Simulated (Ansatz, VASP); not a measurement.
# Two plane-wave programs on Si4Se3

```
Si Se
1.0
     1.87786    1.08418   12.36521
    -1.87786    1.08418   12.36521
     0.00000   -2.16836   12.36521
Si Se
4 3
Cartesian
  0.0000 0.0000 5.8685
  0.0000 0.0000 31.2271
  0.0000 0.0000 10.7975
  0.0000 0.0000 26.2981
  0.0000 0.0000 15.2294
  0.0000 0.0000 21.8662
  0.0000 0.0000 0.0000
```

Change from the starting cell: species swapped into the Bi4Se3 type (R-3m, No. 166).

Alike in both runs: functional PBE; k mesh 5 × 5 × 5; occupations gaussian, width 0.2 eV; no spin polarisation.

Ansatz relaxed the structure, and its values are those at the end. VASP's run is a single point on that final structure, the one shown.

```csv
,VASP,Ansatz
version,VASP 6.6.1,Ansatz 0.2.0
potentials or method,"VASP PAW PBE potentials, release 64 (Si, Se), cutoff 520 eV","scalar-relativistic, plane waves, PAW"
valence electrons in the cell,34,64
```

|  | VASP | Ansatz | Ansatz less VASP |
| --- | --- | --- | --- |
| pressure (GPa) | 0.5 | 0.5 | -0.03 |
| rms of the force components (eV/Å) | 0.032 | 0.030 | -0.0016 |

VASP's potentials hold 34 valence electrons a cell and Ansatz's 64, so a difference there can come from the potentials and not from the codes.

The k mesh is coarse, so the values compare programs but aren't converged.
